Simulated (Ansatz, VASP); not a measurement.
Cs2NaSeF6: VASP beside Ansatz

The input POSCAR:

```
Cs2NaSeF6
1.0
    0.0000000000      4.5398300000      4.5398300000
    4.5398300000      0.0000000000      4.5398300000
    4.5398300000      4.5398300000      0.0000000000
F Se Cs Na
6 1 2 1
Direct
    0.7500000000      0.2500000000      0.2500000000
    0.2500000000      0.7500000000      0.2500000000
    0.2500000000      0.7500000000      0.7500000000
    0.7500000000      0.2500000000      0.7500000000
    0.2500000000      0.2500000000      0.7500000000
    0.7500000000      0.7500000000      0.2500000000
    0.0000000000      0.0000000000      0.0000000000
    0.2500000000      0.2500000000      0.2500000000
    0.7500000000      0.7500000000      0.7500000000
    0.5000000000      0.5000000000      0.5000000000
```

INCAR.step1

```
ALGO = Normal
EDIFF = 1E-4
ENCUT = 520
GGA = PE
ISMEAR = 0
LASPH = T
LCHARG = F
LREAL = F
LWAVE = T
NBANDS = 48
NELM = 60
PREC = Accurate
SIGMA = 0.0113
```

Contents of INCAR.step2:

```
ALGO = Normal
EDIFF = 1E-6
ENCUT = 520
ISIF = 2
ISMEAR = 0
ISTART = 1
LASPH = T
LCHARG = F
LMIXTAU = T
LREAL = F
LWAVE = F
METAGGA = R2SCAN
NBANDS = 48
NELM = 60
PREC = Accurate
SIGMA = 0.0113
```

KPOINTS

```
k-points
0
Gamma
  5 5 5
```

Input for Ansatz:

```yaml
crystal:
  lattice:
    - [0.0, 4.53983, 4.53983]
    - [4.53983, 0.0, 4.53983]
    - [4.53983, 4.53983, 0.0]
  atoms:
    - { symbol: F, position: [0.75, 0.25, 0.25] }
    - { symbol: F, position: [0.25, 0.75, 0.25] }
    - { symbol: F, position: [0.25, 0.75, 0.75] }
    - { symbol: F, position: [0.75, 0.25, 0.75] }
    - { symbol: F, position: [0.25, 0.25, 0.75] }
    - { symbol: F, position: [0.75, 0.75, 0.25] }
    - { symbol: Se, position: [0.0, 0.0, 0.0] }
    - { symbol: Cs, position: [0.25, 0.25, 0.25] }
    - { symbol: Cs, position: [0.75, 0.75, 0.75] }
    - { symbol: Na, position: [0.5, 0.5, 0.5] }
  symmetry: { tolerance: 0.0003 }
kpoints:
  mp_grid: { grid: [5, 5, 5], shift: [0, 0, 0] }
  band_path:
    path:
      - [0.0, 0.0, 0.0]
      - [0.5, 0.0, 0.5]
      - [0.625, 0.25, 0.625]
      - [0.375, 0.375, 0.75]
      - [0.0, 0.0, 0.0]
      - [0.5, 0.5, 0.5]
      - [0.5, 0.25, 0.75]
      - [0.5, 0.0, 0.5]
    npoints: 8
magnetization:
  spin_polarized: false
scf:
  occupations: { method: gaussian, width: 0.0113 }
  lower_state_search: "off"
  max_iter: 200
hamiltonian:
  pseudopotentials: { kind: paw }
  xc: r2scan
basis:
  ecutwfc: 500
  fft_grid_basis: typed
output:
  forces: true
  stress: true
  eigenvalues: true
  bader: true
  populations: true
  elf: true
  write_potential: true
  volumetric_format: npy
  dos:
    e_range: [-12, 8]
    de: 0.05
    projected: { site_lists: { Cs: [Cs], F: [F], Na: [Na], Se: [Se] } }
checkpoint:
  read: saved_state
```

Alike in both runs: task single point; functional r2SCAN; k mesh 5 × 5 × 5; occupations gaussian, width 0.0113 eV; no spin polarisation.

|  | VASP | Ansatz |
| --- | --- | --- |
| version | VASP 6.6.1 | Ansatz 0.2.0 |
| potentials or method | VASP PAW PBE potentials, release 64 (F, Se, Cs_sv, Na_pv), cutoff 520 eV | PAW plane waves |
| valence electrons in the cell | 73 | 85 |

Ansatz gave:

- pressure (GPa): -4.4

**Question.** Which values does VASP return?

**Answer.** Pressure (GPa): -4.6.

VASP's potentials were made for PBE, not for r2SCAN. VASP's potentials hold 73 valence electrons a cell and Ansatz's 85, so a difference there can come from the potentials and not from the codes.

Spin-orbit coupling is off throughout.
